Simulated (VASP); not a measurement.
# HfC (I4/mmm) in VASP: further runs

The runs below take HfC through single point, relaxation of cell and atoms, with PBE.

All numbers are computed with VASP 6.6.1; they aren't measurements. Logs are shortened: lines on timing, memory, paths and dates and some standing lists are left out, and cuts for length are marked.

## 1. The cell of the first run

The structure is tetragonal, space group I4/mmm (No. 139). The conventional cell has a = 4.033 Å, b = 4.033 Å, c = 3.853 Å, α = 90.00°, β = 90.00°, γ = 90.00°. Hf (site symmetry 4/mmm) has 2 C at 1.93 Å within 2.6 Å. C (site symmetry 4/mmm) has 2 Hf at 1.93 Å within 2.6 Å.

## 2. Single point, PBE

File INCAR:

```
SYSTEM = HfC
  PREC = Accurate
  ENCUT = 520
  EDIFF = 1E-7
  ISMEAR = 0
  SIGMA = 0.1
  LREAL = .False.
  LASPH = .True.
  NELM = 100
  ALGO = Normal
  ISIF = 2
  LWAVE = .False.
  LCHARG = .True.
  GGA = PE
  LELF = .True.
  LVHAR = .True.
  NBANDS = 14
```

File KPOINTS:

```
Automatic mesh
0
Gamma
  6 6 6
  0 0 0
```

File POSCAR:

```
HfC
1.0
   -2.0163256900      2.0163256900      1.9266438600
    2.0163256900     -2.0163256900      1.9266438600
    2.0163256900      2.0163256900     -1.9266438600
Hf C
1 1
Direct
    0.0000000000      0.0000000000      0.0000000000
    0.5000000000      0.5000000000      0.0000000000
```

Potentials or basis: VASP PAW PBE potentials, release 64 (Hf_pv, C).

On the command line:

```bash
$ cat potpaw_PBE.64/Hf_pv/POTCAR potpaw_PBE.64/C/POTCAR > POTCAR
$ mpirun -np 1 vasp_std > vasp.out
```

OUTCAR:

```text
SYSTEM = HfC
   PREC = Accurate
   ENCUT = 520
   EDIFF = 1E-7
   ISMEAR = 0
   LREAL = .False.
   LASPH = .True.
   NELM = 100
   ISIF = 2
   GGA = PE

 ion  position               nearest neighbor table
   1  0.000  0.000  0.000-   2 1.93   2 1.93   2 2.85   2 2.85   2 2.85   2 2.85
   2  0.500  0.500  0.000-   1 1.93   1 1.93   1 2.85   1 2.85   1 2.85   1 2.85

  LATTYP: Found a body centered tetragonal cell.
 ALAT       =     4.0326513800
 C/A-ratio  =     0.9555221508

  Lattice vectors:

 A1 = (  -2.0163256900,   2.0163256900,   1.9266438600)
 A2 = (   2.0163256900,  -2.0163256900,   1.9266438600)
 A3 = (   2.0163256900,   2.0163256900,  -1.9266438600)

Analysis of symmetry for initial positions (statically):
=====================================================================
 Subroutine PRICEL returns:
 Original cell was already a primitive cell.

 Routine SETGRP: Setting up the symmetry group for a
 body centered tetragonal supercell.

 Subroutine GETGRP returns: Found 16 space group operations
 (whereof 16 operations were pure point group operations)
 out of a pool of 16 trial point group operations.

The static configuration has the point symmetry D_4h.

Analysis of symmetry for dynamics (positions and initial velocities):
=====================================================================
 Subroutine PRICEL returns:
 Original cell was already a primitive cell.

 Routine SETGRP: Setting up the symmetry group for a
 body centered tetragonal supercell.

 Subroutine GETGRP returns: Found 16 space group operations
 (whereof 16 operations were pure point group operations)
 out of a pool of 16 trial point group operations.

The dynamic configuration has the point symmetry D_4h.

 Subroutine INISYM returns: Found 16 space group operations
 (whereof 16 operations are pure point group operations),
 and found     1 'primitive' translations

----------------------------------------------------------------------------------------

                                     Primitive cell

  volume of cell :      31.3316

  direct lattice vectors                    reciprocal lattice vectors
    -2.016325690  2.016325690  1.926643860     0.000000000  0.247975812  0.259518643
     2.016325690 -2.016325690  1.926643860     0.247975812  0.000000000  0.259518643
     2.016325690  2.016325690 -1.926643860     0.247975812  0.247975812  0.000000000

  length of vectors
     3.441379831  3.441379831  3.441379831     0.358945580  0.358945580  0.350690756

  position of ions in fractional coordinates (direct lattice)
     0.000000000  0.000000000  0.000000000
     0.500000000  0.500000000  0.000000000

[... 84 lines left out ...]
   POTIM  = 0.5000    time-step for ionic-motion
   TEBEG  =    0.0;   TEEND  =   0.0 temperature during run
   PSTRESS=    0.0 pullay stress
   NELECT =      14.0000    total number of electrons
   NUPDOWN=      -1.0000    fix difference up-down
   EMIN   =  10.00;   EMAX   =-10.00  energy-range for DOS
   EFERMI =   0.00;   METHOD = LEGACY
   ISMEAR =     0;   SIGMA  =   0.10  broadening in eV -4-tet -1-fermi 0-gaus
   EFERMI_NEDOS =   21; number of points for ismear=-14 and -15
   IALGO  =     38    algorithm
   IMIX   =      4    mixing-type and parameters
     AMIX     =   0.40;   BMIX     =  1.00
     AMIX_MAG =   1.60;   BMIX_MAG =  1.00
  volume/ion in A,a.u.               =      15.67       105.72
  Fermi-wavevector in a.u.,A,eV,Ry     =   1.251574  2.365132 21.312680  1.566438
  Thomas-Fermi vector in A             =   2.385515
   LORBIT       =      0    0 simple, 1 ext, 2 COOP (PROOUT), +10 PAW based schemes
   GGA     = PE    functional components
   LHFCALC =     F    Hartree Fock is set to
   AEXX    =    0.0000 exact exchange contribution
   IVDW    =     0    specifies the selected vdW correction
   LEPSILON=     F    determine dielectric tensor
   LRPA    =     F    only Hartree local field effects (RPA)
 non-spin polarized calculation
 Gauss-broadening in eV      SIGMA  =   0.10
  energy-cutoff  :      520.00
  volume of cell :       31.33
 maximum number of plane-waves:       871
 NGX is ok and might be reduce to    28
   NGX = 13   NGY = 13   NGZ = 13

 number of electron      14.0000000 magnetization

 Free energy of the ion-electron system (eV)
  ---------------------------------------------------
  ext. energy  EPLUGINS =         0.00000000
  ---------------------------------------------------
  free energy    TOTEN  =       -17.54771458 eV

  energy without entropy =      -17.54525902  energy(sigma->0) =      -17.54648680

 E-fermi :   4.8582     XC(G=0): -10.9927

 val. band max:        4.7960456004   @ k =  -0.3333   0.3333   0.1667
 cond. band min:       4.9984152412   @ k =  -0.3333  -0.3333   0.1667
 fundamental gap:      0.2023696408
 Fermi energy:         4.8581902070

 k-point     1 :       0.0000    0.0000    0.0000
  band No.  band energies     occupation
      1     -25.8786      2.00000
      2     -25.8357      2.00000
      3     -25.8357      2.00000
      4      -7.2509      2.00000
      5       3.4980      2.00000
      6       4.7276      1.93530
      7       4.7276      1.93530
      8       5.2881      0.00000
      9       5.4913      0.00000
     10       5.4913      0.00000
     11       7.1392      0.00000
     12       8.0361      0.00000
     13      16.2820      0.00000
     14      17.1741      0.00000
[... 377 lines left out ...]
      1     -26.1001      2.00000
      2     -25.9350      2.00000
      3     -25.9027      2.00000
      4      -3.8860      2.00000
      5       0.0279      2.00000
      6       1.1894      2.00000
      7       1.4394      2.00000
      8       5.3403      0.00000
      9       6.8814      0.00000
     10       7.5006      0.00000
     11      12.5476      0.00000
     12      12.6146      0.00000
     13      14.6461      0.00000
     14      16.1844      0.00000

 [... further k-points ...]
[... 5 lines left out ...]
  --------------------------------------------------------------------------------------
  -------------------------------------------------------------------------------------
  Total       -6.1169670     -6.1169670     20.0661575      0.0000000     -0.0000000      0.0000000
  in kB     -312.7979671   -312.7979671   1026.1054593      0.0000000     -0.0000000      0.0000000
  external PRESSURE =     133.5031750 kB  Pullay stress =       0.0000000 kB

 VOLUME and BASIS-vectors are now :
 -----------------------------------------------------------------------------
  energy-cutoff  :      520.00
  volume of cell :       31.33
      direct lattice vectors                 reciprocal lattice vectors
    -2.016325690  2.016325690  1.926643860     0.000000000  0.247975812  0.259518643
     2.016325690 -2.016325690  1.926643860     0.247975812  0.000000000  0.259518643
     2.016325690  2.016325690 -1.926643860     0.247975812  0.247975812  0.000000000

 POSITION                                       TOTAL-FORCE (eV/Angst)
 -----------------------------------------------------------------------------------
      0.00000      0.00000      0.00000         0.000000     -0.000000      0.000000
      0.00000      0.00000      1.92664        -0.000000      0.000000      0.000000
 -----------------------------------------------------------------------------------
    total drift:                                0.000000     -0.000000     -0.000000

  FREE ENERGIE OF THE ION-ELECTRON SYSTEM (eV)
  ---------------------------------------------------
  free  energy   TOTEN  =       -17.5477145784 eV

  energy  without entropy=      -17.5452590228  energy(sigma->0) =      -17.54648680
```

OSZICAR:

```text
N       E                     dE             d eps       ncg     rms          rms(c)
DAV:   1     0.307568863506E+02    0.30757E+02   -0.71961E+03   840   0.925E+02
DAV:   2    -0.198282117420E+02   -0.50585E+02   -0.46346E+02  1098   0.199E+02
DAV:   3    -0.219531707000E+02   -0.21250E+01   -0.21124E+01   978   0.308E+01
DAV:   4    -0.219686167032E+02   -0.15446E-01   -0.15442E-01  1044   0.316E+00
DAV:   5    -0.219688072314E+02   -0.19053E-03   -0.19052E-03  1004   0.298E-01    0.837E+01
DAV:   6    -0.177087210963E+02    0.42601E+01   -0.21990E+01   930   0.220E+01    0.339E+01
DAV:   7    -0.175899519419E+02    0.11877E+00   -0.14639E+00   894   0.665E+00    0.247E+01
DAV:   8    -0.175542509667E+02    0.35701E-01   -0.11377E-01   990   0.266E+00    0.490E+00
DAV:   9    -0.175478344821E+02    0.64165E-02   -0.26504E-02   894   0.101E+00    0.213E+00
DAV:  10    -0.175477866693E+02    0.47813E-04   -0.75894E-04  1074   0.212E-01    0.219E-01
DAV:  11    -0.175477142468E+02    0.72422E-04   -0.27070E-04   966   0.913E-02    0.227E-02
DAV:  12    -0.175477153620E+02   -0.11151E-05   -0.11385E-05  1014   0.234E-02    0.447E-02
DAV:  13    -0.175477146570E+02    0.70495E-06   -0.10520E-06  1026   0.776E-03    0.126E-02
DAV:  14    -0.175477145784E+02    0.78568E-07   -0.22835E-08   606   0.130E-03
   1 F= -.17547715E+02 E0= -.17546487E+02  d E =-.245556E-02
```

stdout:

```text
POSCAR found type information on POSCAR HfC
 POSCAR found :  2 types and       2 ions
 scaLAPACK will be used
 LDA part: xc-table for (Slater+PW92), standard interpolation
 POSCAR, INCAR and KPOINTS ok, starting setup
 FFT: planning ... GRIDC
 FFT: planning ... GRID_SOFT
 FFT: planning ... GRID
 WAVECAR not read
 entering main loop
```

Wall time 15 s (1 thread of Intel Xeon Platinum 8488C (Sapphire Rapids), shared host); peak memory 0.16 GiB.

Results:

* Free energy: -17.5477 eV
* Pressure: 13.4 GPa
* Band gap on the k mesh: zero (band 7 reaches 5.11 eV, above the bottom of band 8 at 3.73 eV)

Caveat: the k points lie up to 0.38 Å⁻¹ apart; spin-orbit coupling is left out, which moves the levels of the heavy elements.

## 3. Relaxation of cell and atoms, PBE

File INCAR:

```
PREC = Accurate ; ENCUT = 600
EDIFF = 1E-6 ; ISMEAR = 0
SIGMA = 0.1 ; LREAL = False
LASPH = True ; NELM = 60
ALGO = Normal ; ISIF = 3
LWAVE = False ; LCHARG = False
GGA = PE ; IBRION = 2
NSW = 90 ; EDIFFG = -0.04
```

File KPOINTS:

```
Automatic mesh
0
Gamma
  6 6 6
```

POSCAR is that of step 2.

Potentials or basis: VASP PAW PBE potentials, release 64 (Hf_pv, C).

On the command line:

```bash
$ cat potpaw_PBE.64/Hf_pv/POTCAR potpaw_PBE.64/C/POTCAR > POTCAR
$ mpirun -np 1 vasp_std > vasp.out
```

Wall time 83 s (1 thread of Intel Xeon Platinum 8488C (Sapphire Rapids), shared host); peak memory 0.18 GiB.

It converged, with:

- Free energy: -21.0375 eV
- Relaxed volume: 12.54 Å³/atom
- Relaxed cell: a = 3.285 Å, b = 3.285 Å, c = 3.285 Å, α = 119.96°, β = 119.96°, γ = 90.07°
- Space group after relaxing (to 0.05 Å): Fm-3m (No. 225)
- Energy gained by relaxing: 1744.3 meV/atom
- Ionic steps: 13
- Pressure after relaxing: 0.1 GPa
- Band gap on the k mesh: zero (band 7 reaches 6.99 eV, above the bottom of band 8 at 5.61 eV)

Stress tensor (GPa, compression positive):
```
0.00 0.00 0.00
0.00 0.00 0.00
0.00 0.00 0.37
```

Step by step:
```tsv
step	energy change (eV)	largest force (eV/Å)	pressure (GPa)	volume (Å³)
1	0.0000	0.0000	13.27	31.33
2	-2.0798	0.0000	-33.97	33.75
3	-2.1883	0.0000	-37.19	33.49
4	-2.1901	0.0000	-35.81	33.39
5	-1.2275	0.0000	97.22	20.66
6	-3.3817	0.0000	-12.82	26.78
7	-3.3944	0.0000	-9.86	26.42
8	-3.3971	0.0000	-7.72	26.18
9	-3.4809	0.0000	0.70	25.04
10	-3.4875	0.0000	-1.72	25.27
11	-3.4875	0.0000	-1.55	25.25
12	-3.4878	0.0000	1.57	24.93
13	-3.4886	0.0000	0.12	25.08
```

Final structure:
```cif
data_structure
_symmetry_space_group_name_H-M 'P 1'
_symmetry_Int_Tables_number 1
_cell_length_a 3.2847
_cell_length_b 3.2847
_cell_length_c 3.2847
_cell_angle_alpha 119.958
_cell_angle_beta 119.958
_cell_angle_gamma 90.073
_cell_volume 25.08
loop_
_atom_site_label
_atom_site_type_symbol
_atom_site_fract_x
_atom_site_fract_y
_atom_site_fract_z
_atom_site_occupancy
Hf1 Hf 0.00000 0.00000 0.00000 1
C1 C 0.50000 0.50000 0.00000 1
```

Levels at points of the mesh, in eV from the Fermi level:
```tsv
k point	band 4	band 5	band 6	band 7	band 8	band 9	band 10	band 11
(0.00, 0.00, 0.00)	-12.17	1.15	1.15	1.16	1.53	1.53	1.54	3.55
(0.50, 0.00, 0.00)	-8.41	-6.00	-2.84	-2.84	5.46	5.47	5.94	6.71
(0.50, 0.50, 0.00)	-10.27	-2.44	-1.64	0.06	0.06	5.46	6.88	6.90
(0.50, 0.50, 0.50)	-10.27	-2.43	-1.64	0.05	0.05	5.46	6.89	6.89
```

Caveat: the k points lie up to 0.45 Å⁻¹ apart in the final cell; the volume moved by over 15 % at a fixed basis, so the end points are rough; spin-orbit coupling is left out, which moves the levels of the heavy elements.
